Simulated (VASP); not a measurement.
Runs of VASP 6.6.1 on CdSe. The structure is that of space group F-43m (No. 216), or close to it. The cells are those of the table. 

```csv
task,cell,cutoff (eV),gap on the mesh (eV),pressure (GPa)
relaxation of cell and atoms,"relaxed to 30 GPa from a = 4.342 Å, angles 60.0°, 2 atoms",600,(a),30.1
single point,"a = 4.161 Å, angles 60.0°, 2 atoms",520,0.81,10.5
relaxation of cell and atoms,"relaxed to 10 GPa from a = 4.342 Å, angles 60.0°, 2 atoms",600,0.80,9.8
single point,"a = 3.940 Å, angles 60.0°, 2 atoms",520,1.12,31.0
relaxation of cell and atoms,"relaxed from a = 4.342 Å, angles 60.0°, 2 atoms",600,0.48,0.0
single point,"a = 3.869 Å, angles 60.0°, 2 atoms",520,1.21,(d)
single point,"a = 4.382 Å, angles 60.0°, 2 atoms",520,(c),0.2
relaxation of cell and atoms,"relaxed to 20 GPa from a = 4.342 Å, angles 60.0°, 2 atoms",600,0.99,20.0
relaxation of cell and atoms,"relaxed to 40 GPa from a = 4.342 Å, angles 60.0°, 2 atoms",600,1.20,40.0
single point,"a = 4.032 Å, angles 60.0°, 2 atoms",520,1.00,(b)
```

Alike in all rows: level PBE; potentials or basis VASP PAW PBE potentials, release 64 (Cd, Se); no spin polarisation; k mesh 6 × 6 × 6; smearing gaussian 0.01 eV.

Question: Fill in the values left out.

Answer: (a) 1.11; (b) 20.7; (c) 0.49; (d) 41.2.

Caveats: the cell is relaxed towards a set pressure, so the enthalpy falls and the energy may rise (some runs).

A k mesh can miss the band edges, and the runs leave out spin-orbit coupling on Cd, Se.
